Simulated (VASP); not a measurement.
## Al2Ru: single point with r2SCAN

Slab: Al2Ru, a slab with vacuum.

```
Al Ru
1.0
     3.12182    0.00000    0.00000
    -1.56091    4.50176    0.00000
     0.00000    0.00000   24.78624
Al Ru
6 3
Cartesian
  1.5609 1.8014 8.5000
  0.0000 3.7828 9.4317
  1.5609 2.8839 11.4282
  1.5608 0.3915 12.3819
  1.5612 3.9963 14.3595
  1.5566 1.4872 15.4197
  0.0000 1.0824 10.4299
  0.0002 2.1822 13.3251
  0.0001 3.3883 16.1177
```

- Program: VASP 6.6.1
- Task: single point
- Functional: r2SCAN
- Potentials or basis: VASP PAW PBE potentials, release 64 (Al, Ru_pv)
- Cutoff: 520 eV
- k mesh: 10 × 7 × 1
- Occupations: gaussian, width 0.1 eV
- Spin: no spin polarisation
- Dipole correction: yes
- Further INCAR settings: ALGO = Normal; EDIFF = 1e-07; NBANDS = 40; ISYM = 0

```
Largest force          : 0.626 eV/Å
Band gap on the k mesh : zero (band 30 reaches 1.34 eV, above the bottom of band 31 at 0.77 eV)
```

Forces on the atoms (eV/Å):
```
Al   0.000  0.373  0.214
Al   0.002  0.004 -0.123
Al   0.000  0.141  0.272
Al  -0.001 -0.020 -0.001
Al   0.000  0.030 -0.017
Al   0.001 -0.014 -0.023
Ru  -0.002 -0.520 -0.349
Ru  -0.001 -0.007  0.006
Ru   0.001  0.012  0.021
```

Levels at points of the mesh, in eV from the Fermi level:
| k point | band 26 | band 27 | band 28 | band 29 | band 30 | band 31 | band 32 | band 33 | band 34 | band 35 |
| --- | --- | --- | --- | --- | --- | --- | --- | --- | --- | --- |
| (0.00, 0.00, 0.00) | -1.48 | -1.41 | -0.68 | -0.58 | -0.37 | 0.19 | 0.31 | 1.30 | 1.89 | 2.87 |
| (0.50, 0.00, 0.00) | -1.39 | -0.96 | -0.65 | -0.36 | -0.19 | 0.34 | 0.97 | 1.30 | 1.45 | 1.86 |

Wall time 26 min on 1 thread of Intel(R) Xeon(R) 6975P-C (Granite Rapids), on a shared host, peak memory 0.67 GiB.

Caveat: the PAW data sets were made with another functional, which shifts forces and pressure a little.
